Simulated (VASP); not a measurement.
Wanted: the native input for a VASP 6.6.1 run.

| Quantity | Value |
| --- | --- |
| Task | relaxation of cell and atoms |
| Functional | PBE |
| Potentials or basis | VASP PAW PBE potentials, release 64 (Si, N) |
| Cutoff | 600 eV |
| k mesh | 6 × 6 × 4 |
| Occupations | gaussian, width 0.1 eV |
| Spin | no spin polarisation |
| Dipole correction | no |
| Further INCAR settings | ALGO = Normal; EDIFF = 1e-07; IBRION = 2; EDIFFG = -0.05; NSW = 80; ISIF = 3 |

The structure of SiN lies in POSCAR:

```
SiN
1.0
    3.0396408991      0.0000000000      0.0000000000
   -1.5198204495      2.6324062370      0.0000000000
    0.0000000000      0.0000000000      4.9884680077
Si N
2 2
Direct
    0.3333333333      0.6666666667      0.4995817072
    0.6666666667      0.3333333333      0.9995817072
    0.3333333333      0.6666666667      0.8754182928
    0.6666666667      0.3333333333      0.3754182928
```

These files were run (other wordings do the same):

INCAR

```
SYSTEM = SiN
ALGO = Normal
EDIFF = 1E-7
EDIFFG = -0.05
ENCUT = 600
GGA = PE
IBRION = 2
ISIF = 3
ISMEAR = 0
LASPH = .True.
LCHARG = .False.
LREAL = .False.
LWAVE = .False.
NELM = 60
NSW = 80
PREC = Accurate
SIGMA = 0.1
```

KPOINTS

```
k-points
0
Gamma
  6 6 4
  0 0 0
```

Potentials or basis: VASP PAW PBE potentials, release 64 (Si, N).

Command:

```console
$ cat potpaw_PBE.64/Si/POTCAR potpaw_PBE.64/N/POTCAR > POTCAR
$ mpirun -np 1 vasp_std > vasp.out
```

It gave:

```yaml
Relaxed_volume: 9.91 Å³/atom
Relaxed_cell: a = 2.835 Å, b = 2.835 Å, c = 5.695 Å, α = 90.00°, β = 90.00°, γ = 120.00°
Space_group_after_relaxing_to_0.1_Å: P6_3mc (No. 186)
Energy_gained_by_relaxing: 220.7 meV/atom
Ionic_steps: 11
Pressure_after_relaxing: -0.1 GPa
Largest_force_after_relaxing: 0.005 eV/Å
Band_gap_on_the_k_mesh: zero (bands 9 and 10 overlap by 2.51 eV)
```

Caveat: the k points lie up to 0.43 Å⁻¹ apart in the final cell, too coarse for converged energies and pressures of a metal.

Run time: 120 s on 1 thread of Intel Xeon 8259CL, on a shared host, peak memory 0.16 GiB.
